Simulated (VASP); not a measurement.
Write the native input for VASP 6.6.1 that does the following.

```yaml
Task: single point
Functional: PBE
Potentials_or_basis: VASP PAW PBE potentials, release 64 (Zr_sv)
Cutoff: 520 eV
k_mesh: 8 × 8 × 8
Occupations: gaussian, width 0.1 eV
Spin: no spin polarisation
Dipole_correction: no
Further_INCAR_settings: ALGO = Normal; EDIFF = 1e-07; NBANDS = 12
```

The structure of Zr lies in POSCAR:

```
Zr
1.0
    0.0000000000      2.2646202716      2.2646202716
    2.2646202716      0.0000000000      2.2646202716
    2.2646202716      2.2646202716      0.0000000000
Zr
1
Direct
    0.0000000000      0.0000000000      0.0000000000
```

One way to write it, as run:

INCAR

```
PREC = Accurate
ENCUT = 520
EDIFF = 1E-7
ISMEAR = 0
SIGMA = 0.1
LREAL = F
LASPH = T
NELM = 60
ALGO = Normal
ISIF = 2
LWAVE = F
LCHARG = T
GGA = PE
LELF = T
LVHAR = T
NBANDS = 12
```

KPOINTS

```
Automatic mesh
0
Gamma
  8 8 8
```

Potentials or basis: VASP PAW PBE potentials, release 64 (Zr_sv).

Run with:

```console
$ cat potpaw_PBE.64/Zr_sv/POTCAR > POTCAR
$ mpirun -np 1 vasp_std > vasp.out
```

Results of the run:

```json
{
  "Pressure": "-0.6 GPa",
  "Band gap on the k mesh": "zero (band 6 reaches 9.90 eV, above the bottom of band 7 at 8.53 eV)"
}
```

It took 16 s on 1 thread of AMD EPYC 7R13, on a shared host, peak memory 0.11 GiB.
